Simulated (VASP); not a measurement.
# InAs (F-43m) in VASP: further runs, part 2 of 2

VASP 6.6.1.

### Step 3. Single point, LDA

This run uses another cell than the first one, of 27.35 Å³/atom.

Input file INCAR:

```
ALGO = Normal
EDIFF = 1E-6
ENCUT = 520
ISIF = 2
ISMEAR = 0
LASPH = True
LCHARG = True
LELF = True
LREAL = False
LVHAR = True
LWAVE = False
NBANDS = 16
NELM = 80
PREC = Accurate
SIGMA = 0.1
```

Input file KPOINTS:

```
k-points
0
Gamma
  16 16 16
```

Input file POSCAR:

```
InAs
1.0
    0.0000000000      3.0129274315      3.0129274315
    3.0129274315      0.0000000000      3.0129274315
    3.0129274315      3.0129274315      0.0000000000
In As
1 1
Direct
    0.2500000000      0.2500000000      0.2500000000
    0.0000000000      0.0000000000      0.0000000000
```

Potentials or basis: VASP PAW LDA potentials, release 64 (In_d, As).

The run is started by

```
$ cat potpaw_LDA.64/In_d/POTCAR potpaw_LDA.64/As/POTCAR > POTCAR
$ mpirun -np 1 vasp_std > vasp.out
```

OUTCAR:

```text
EDIFF = 1E-6
   ENCUT = 520
   ISIF = 2
   ISMEAR = 0
   LASPH = True
   LREAL = False
   NELM = 80
   PREC = Accurate

 ion  position               nearest neighbor table
   1  0.250  0.250  0.250-   2 2.61   2 2.61   2 2.61   2 2.61
   2  0.000  0.000  0.000-   1 2.61   1 2.61   1 2.61   1 2.61

  LATTYP: Found a face centered cubic cell.
 ALAT       =     6.0258548630

  Lattice vectors:

 A1 = (   0.0000000000,   3.0129274315,   3.0129274315)
 A2 = (   3.0129274315,   0.0000000000,   3.0129274315)
 A3 = (   3.0129274315,   3.0129274315,   0.0000000000)

Analysis of symmetry for initial positions (statically):
=====================================================================
 Subroutine PRICEL returns:
 Original cell was already a primitive cell.

 Routine SETGRP: Setting up the symmetry group for a
 face centered cubic supercell.

 Subroutine GETGRP returns: Found 24 space group operations
 (whereof 24 operations were pure point group operations)
 out of a pool of 48 trial point group operations.

The static configuration has the point symmetry T_d .

Analysis of symmetry for dynamics (positions and initial velocities):
=====================================================================
 Subroutine PRICEL returns:
 Original cell was already a primitive cell.

 Routine SETGRP: Setting up the symmetry group for a
 face centered cubic supercell.

 Subroutine GETGRP returns: Found 24 space group operations
 (whereof 24 operations were pure point group operations)
 out of a pool of 48 trial point group operations.

The dynamic configuration has the point symmetry T_d .

 Subroutine INISYM returns: Found 24 space group operations
 (whereof 24 operations are pure point group operations),
 and found     1 'primitive' translations

----------------------------------------------------------------------------------------

[... 109 lines left out ...]
   IALGO  =     38    algorithm
   IMIX   =      4    mixing-type and parameters
     AMIX     =   0.40;   BMIX     =  1.00
     AMIX_MAG =   1.60;   BMIX_MAG =  1.00
  volume/ion in A,a.u.               =      27.35       184.57
  Fermi-wavevector in a.u.,A,eV,Ry     =   1.130230  2.135826 17.380365  1.277421
  Thomas-Fermi vector in A             =   2.266926
   LORBIT       =      0    0 simple, 1 ext, 2 COOP (PROOUT), +10 PAW based schemes
   GGA     = CA    functional components
   LHFCALC =     F    Hartree Fock is set to
   AEXX    =    0.0000 exact exchange contribution
   IVDW    =     0    specifies the selected vdW correction
   LEPSILON=     F    determine dielectric tensor
   LRPA    =     F    only Hartree local field effects (RPA)
 non-spin polarized calculation
 Gauss-broadening in eV      SIGMA  =   0.10
  energy-cutoff  :      520.00
  volume of cell :       54.70
 maximum number of plane-waves:      1486
   NGX = 15   NGY = 15   NGZ = 15

 number of electron      17.9999992 magnetization

 Free energy of the ion-electron system (eV)
  ---------------------------------------------------
  ext. energy  EPLUGINS =         0.00000000
  ---------------------------------------------------
  free energy    TOTEN  =        -9.03010094 eV

  energy without entropy =       -9.03002689  energy(sigma->0) =       -9.03006391

 E-fermi :   4.5302     XC(G=0):  -9.4575

 val. band max:        4.4453200833   @ k =   0.0000   0.0000   0.0000
 cond. band min:       5.0062046577   @ k =   0.0625   0.0000   0.0000
 fundamental gap:      0.5608845744
 Fermi energy:         4.5302441735

 k-point     1 :       0.0000    0.0000    0.0000
  band No.  band energies     occupation
      1      -9.9331      2.00000
      2      -9.9331      2.00000
      3      -9.9331      2.00000
      4      -9.8000      2.00000
      5      -9.8000      2.00000
      6      -7.5376      2.00000
[... 433 lines left out ...]
      3      -9.9272      2.00000
      4      -9.8012      2.00000
      5      -9.7992      2.00000
      6      -7.4261      2.00000
[... 8 lines left out ...]
     15      13.1345      0.00000
     16      13.5241      0.00000

 [... further k-points ...]

------------------------ aborting loop because EDIFF is reached ----------------------------------------

  FORCE on cell =-STRESS in cart. coord.  units (eV):
  Direction    XX          YY          ZZ          XY          YZ          ZX
  --------------------------------------------------------------------------------------
  -------------------------------------------------------------------------------------
  Total        0.0501983      0.0501983      0.0501983      0.0000000     -0.0000000      0.0000000
  in kB        1.4702915      1.4702915      1.4702915      0.0000000     -0.0000000      0.0000000
  external PRESSURE =       1.4702915 kB  Pullay stress =       0.0000000 kB

 VOLUME and BASIS-vectors are now :
 -----------------------------------------------------------------------------
  energy-cutoff  :      520.00
  volume of cell :       54.70
      direct lattice vectors                 reciprocal lattice vectors
     0.000000000  3.012927432  3.012927432    -0.165951558  0.165951558  0.165951558
     3.012927432  0.000000000  3.012927432     0.165951558 -0.165951558  0.165951558
     3.012927432  3.012927432  0.000000000     0.165951558  0.165951558 -0.165951558

 POSITION                                       TOTAL-FORCE (eV/Angst)
 -----------------------------------------------------------------------------------
      1.50646      1.50646      1.50646         0.000000     -0.000000      0.000000
      0.00000      0.00000      0.00000        -0.000000      0.000000     -0.000000
 -----------------------------------------------------------------------------------
    total drift:                                0.000000      0.000000      0.000000

  FREE ENERGIE OF THE ION-ELECTRON SYSTEM (eV)
  ---------------------------------------------------
  free  energy   TOTEN  =        -9.0301009380 eV

  energy  without entropy=       -9.0300268856  energy(sigma->0) =       -9.03006391
```

It took 2.5 min on 1 thread of AMD EPYC 7R13, shared host; peak memory 0.22 GiB.

What came out:

| Item | Value |
| --- | --- |
| Free energy | -9.0301 eV |
| Pressure | 0.1 GPa |
| Band gap on the k mesh | zero (filled and empty bands touch) |

Levels at points of the mesh, in eV from the Fermi level:
```tsv
k point	band 5	band 6	band 7	band 8	band 9	band 10	band 11	band 12	band 13	band 14
(0.00, 0.00, 0.00)	-14.33	-12.07	-0.43	-0.08	-0.08	-0.08	3.74	3.74	3.74	7.23
(0.50, 0.00, 0.00)	-14.32	-10.55	-5.98	-1.10	-1.10	0.75	4.53	4.53	6.61	8.82
(0.50, 0.50, 0.00)	-14.31	-10.00	-6.05	-2.47	-2.47	1.32	1.87	8.98	9.12	9.12
```

Caveat: semilocal functionals underestimate gaps, and a narrow one can read as zero; spin-orbit coupling is left out, which moves the levels of the heavy elements.

### Step 4. Single point, LDA

This run uses another cell than the first one, of 27.36 Å³/atom.

Input file INCAR:

```
SYSTEM = InAs
  PREC = Accurate
  ENCUT = 520
  EDIFF = 1E-6
  ISMEAR = -1
  SIGMA = 0.15
  LREAL = .FALSE.
  LASPH = .TRUE.
  NELM = 80
  ALGO = Normal
  ISIF = 2
  LWAVE = .FALSE.
  LCHARG = .FALSE.
  GGA = CA
  NBANDS = 16
```

Input file KPOINTS:

```
regular mesh
0
G
  16 16 16
  0 0 0
```

Input file POSCAR:

```
InAs
1.0
    0.0000000000      3.0132438107      3.0132438107
    3.0132438107      0.0000000000      3.0132438107
    3.0132438107      3.0132438107      0.0000000000
In As
1 1
Direct
    0.2500000000      0.2500000000      0.2500000000
    0.0000000000      0.0000000000      0.0000000000
```

The run is started by

```
$ cat potpaw_LDA.64/In_d/POTCAR potpaw_LDA.64/As/POTCAR > POTCAR
$ mpirun -np 1 vasp_std > vasp.out
```

Run time: 2.5 min. Hardware: 1 thread of AMD EPYC 7R13, shared host; peak memory 0.22 GiB.

It converged, with:

| Quantity | Value |
| --- | --- |
| Free energy | -9.0310 eV |
| Pressure | 0.1 GPa |
| Band gap on the k mesh | zero (filled and empty bands touch) |

Levels at points of the mesh, in eV from the Fermi level:
| k point | band 5 | band 6 | band 7 | band 8 | band 9 | band 10 | band 11 | band 12 | band 13 | band 14 |
| --- | --- | --- | --- | --- | --- | --- | --- | --- | --- | --- |
| (0.00, 0.00, 0.00) | -14.62 | -12.36 | -0.72 | -0.38 | -0.38 | -0.38 | 3.45 | 3.45 | 3.45 | 6.94 |
| (0.50, 0.00, 0.00) | -14.61 | -10.84 | -6.26 | -1.39 | -1.39 | 0.45 | 4.24 | 4.24 | 6.32 | 8.53 |
| (0.50, 0.50, 0.00) | -14.60 | -10.29 | -6.34 | -2.76 | -2.76 | 1.03 | 1.58 | 8.69 | 8.83 | 8.83 |

Caveat: semilocal functionals underestimate gaps, and a narrow one can read as zero; spin-orbit coupling is left out, which moves the levels of the heavy elements.

### Step 5. Relaxation of cell and atoms, LDA

This run uses another cell than the first one, of 27.35 Å³/atom.

Input file INCAR:

```
SYSTEM = InAs
PREC = Accurate
ENCUT = 600
EDIFF = 1E-6
ISMEAR = -1
SIGMA = 0.15
LREAL = .False.
LASPH = .True.
NELM = 100
ALGO = Normal
ISIF = 3
LWAVE = .False.
LCHARG = .False.
GGA = CA
IBRION = 2
NSW = 80
EDIFFG = -0.001
```

Input file KPOINTS:

```
Automatic mesh
0
Gamma
  16 16 16
  0 0 0
```

Input file POSCAR:

```
InAs
1.0
    0.0000000000      3.0129274315      3.0129274315
    3.0129274315      0.0000000000      3.0129274315
    3.0129274315      3.0129274315      0.0000000000
In As
1 1
Direct
    0.2500000000      0.2500000000      0.2500000000
    0.0000000000      0.0000000000      0.0000000000
```

The run is started by

```
$ cat potpaw_LDA.64/In_d/POTCAR potpaw_LDA.64/As/POTCAR > POTCAR
$ mpirun -np 1 vasp_std > vasp.out
```

Wall time 9.5 min (1 thread of AMD EPYC 7R13, shared host); peak memory 0.27 GiB.

The run converged. Its results:

```
Free energy                           : -9.0311 eV
Relaxed volume                        : 27.44 Å³/atom
Relaxed cell                          : a = 4.265 Å, b = 4.265 Å, c = 4.265 Å, α = 60.00°, β = 60.00°, γ = 60.00°
Space group after relaxing (to 0.1 Å) : F-43m (No. 216)
Energy gained by relaxing             : 0.1 meV/atom
Ionic steps                           : 8
Pressure after relaxing               : 0.0 GPa
Band gap on the k mesh                : zero (filled and empty bands touch)
```

Step by step:
| step | energy change (eV) | largest force (eV/Å) | pressure (GPa) | volume (Å³) |
| --- | --- | --- | --- | --- |
| 1 | 0.0000 | 0.0000 | 0.19 | 54.70 |
| 2 | -0.0001 | 0.0000 | -0.08 | 54.96 |
| 3 | -0.0001 | 0.0000 | 0.01 | 54.89 |
| 4 | -0.0001 | 0.0000 | -0.02 | 54.89 |
| 5 | -0.0001 | 0.0000 | -0.03 | 54.89 |
| 6 | -0.0001 | 0.0000 | 0.03 | 54.85 |
| 7 | -0.0001 | 0.0000 | 0.01 | 54.87 |
| 8 | -0.0001 | 0.0000 | 0.00 | 54.88 |

Final structure:
```xyz
2
Lattice="0.0000 3.0161 3.0161 3.0161 0.0000 3.0161 3.0161 3.0161 0.0000" Properties=species:S:1:pos:R:3 pbc="T T T"
In    1.5081    1.5081    1.5081
As    0.0000    0.0000    0.0000
```

Levels at points of the mesh, in eV from the Fermi level:
```tsv
k point	band 7	band 8	band 9	band 10	band 11	band 12
(0.00, 0.00, 0.00)	-0.73	-0.37	-0.37	-0.37	3.45	3.45
(0.50, 0.00, 0.00)	-6.25	-1.38	-1.38	0.45	4.24	4.24
(0.50, 0.50, 0.00)	-6.32	-2.74	-2.74	1.04	1.58	8.68
```

Caveat: semilocal functionals underestimate gaps, and a narrow one can read as zero; spin-orbit coupling is left out, which moves the levels of the heavy elements.

### Step 6. Relaxation of cell and atoms, LDA

Input file INCAR:

```
ALGO = Normal
EDIFF = 1E-6
EDIFFG = -0.002
ENCUT = 600
IBRION = 2
ISIF = 3
ISMEAR = 0
LASPH = True
LCHARG = False
LREAL = False
LWAVE = False
NELM = 100
NSW = 100
PREC = Accurate
SIGMA = 0.1
```

Input file KPOINTS:

```
k-points
0
Gamma
  16 16 16
```

Input file POSCAR:

```
InAs
1.0
    0.0000000000      3.0535616600      3.0535616600
    3.0535616600      0.0000000000      3.0535616600
    3.0535616600      3.0535616600      0.0000000000
In As
1 1
Direct
    0.2500000000      0.2500000000      0.2500000000
    0.0000000000      0.0000000000      0.0000000000
```

Potentials or basis: VASP PAW LDA potentials, release 64 (In_d, As).

The run is started by

```
$ cat potpaw_LDA.64/In_d/POTCAR potpaw_LDA.64/As/POTCAR > POTCAR
$ mpirun -np 1 vasp_std > vasp.out
```

It took 12 min on 1 thread of AMD EPYC 7R13, shared host; peak memory 0.27 GiB.

Results (log left out):

```
Free energy                           : -9.0304 eV
Relaxed volume                        : 27.44 Å³/atom
Relaxed cell                          : a = 4.266 Å, b = 4.266 Å, c = 4.266 Å, α = 60.00°, β = 60.00°, γ = 60.00°
Space group after relaxing (to 0.1 Å) : F-43m (No. 216)
Energy gained by relaxing             : 6.9 meV/atom
Ionic steps                           : 15
Pressure after relaxing               : 0.0 GPa
Band gap on the k mesh                : zero (filled and empty bands touch)
```

The path:
| step | energy change (eV) | largest force (eV/Å) | pressure (GPa) | volume (Å³) |
| --- | --- | --- | --- | --- |
| 1 | 0.0000 | 0.0000 | -2.06 | 56.94 |
| 2 | -0.0110 | 0.0000 | 1.03 | 53.98 |
| 3 | -0.0138 | 0.0000 | 0.02 | 54.87 |
| 4 | -0.0138 | 0.0000 | -0.05 | 54.91 |
| 5 | -0.0138 | 0.0000 | -0.05 | 54.91 |
| 6 | -0.0138 | 0.0000 | -0.07 | 54.91 |
| 7 | -0.0138 | 0.0000 | -0.04 | 54.91 |
| 8 | -0.0138 | 0.0000 | -0.04 | 54.91 |
| 9 | -0.0138 | 0.0000 | -0.04 | 54.91 |
| 10 | -0.0138 | 0.0000 | -0.04 | 54.91 |
| 11 | -0.0138 | 0.0000 | -0.04 | 54.90 |
| 12 | -0.0138 | 0.0000 | -0.05 | 54.90 |
| 13 | -0.0138 | 0.0000 | -0.05 | 54.90 |
| 14 | -0.0138 | 0.0000 | -0.03 | 54.90 |
| 15 | -0.0138 | 0.0000 | -0.01 | 54.88 |

Final structure:
```cif
data_structure
_symmetry_space_group_name_H-M 'P 1'
_symmetry_Int_Tables_number 1
_cell_length_a 4.2657
_cell_length_b 4.2657
_cell_length_c 4.2657
_cell_angle_alpha 60.000
_cell_angle_beta 60.000
_cell_angle_gamma 60.000
_cell_volume 54.88
loop_
_atom_site_label
_atom_site_type_symbol
_atom_site_fract_x
_atom_site_fract_y
_atom_site_fract_z
_atom_site_occupancy
In1 In 0.25000 0.25000 0.25000 1
As1 As 0.00000 0.00000 0.00000 1
```

Levels at points of the mesh, in eV from the Fermi level:
```csv
k point,band 7,band 8,band 9,band 10,band 11,band 12
"(0.00, 0.00, 0.00)",-0.44,-0.09,-0.09,-0.09,3.74,3.74
"(0.50, 0.00, 0.00)",-5.96,-1.10,-1.10,0.74,4.53,4.53
"(0.50, 0.50, 0.00)",-6.03,-2.46,-2.46,1.32,1.87,8.96
```

Caveat: semilocal functionals underestimate gaps, and a narrow one can read as zero; spin-orbit coupling is left out, which moves the levels of the heavy elements.

### Step 7. The runs side by side

```tsv
task	cell	k mesh	cutoff (eV)	smearing	gap on the mesh (eV)	pressure (GPa)	relaxed volume (Å³/atom)
single point	a = 4.318 Å, angles 60.0°, 2 atoms	6 × 6 × 6	520	gaussian 0.1 eV	none	-2.0	-
single point	a = 4.261 Å, angles 60.0°, 2 atoms	16 × 16 × 16	520	gaussian 0.1 eV	none	0.1	-
single point	a = 4.261 Å, angles 60.0°, 2 atoms	16 × 16 × 16	520	fermi-dirac 0.15 eV	none	0.1	-
relaxation of cell and atoms	relaxed from a = 4.261 Å, angles 60.0°, 2 atoms	16 × 16 × 16	600	fermi-dirac 0.15 eV	none	0.0	27.44
relaxation of cell and atoms	relaxed from a = 4.318 Å, angles 60.0°, 2 atoms	16 × 16 × 16	600	gaussian 0.1 eV	none	0.0	27.44
```

Alike in all rows: level LDA; potentials or basis VASP PAW LDA potentials, release 64 (In_d, As); no spin polarisation.

Caveats: semilocal functionals underestimate gaps, and a narrow one can read as zero; spin-orbit coupling is left out, which moves the levels of the heavy elements.

Total energies depend on the potentials used, so only differences within one code and one set of settings carry meaning.

The gap in the log of VASP goes by the Fermi energy; the results here count the filled bands.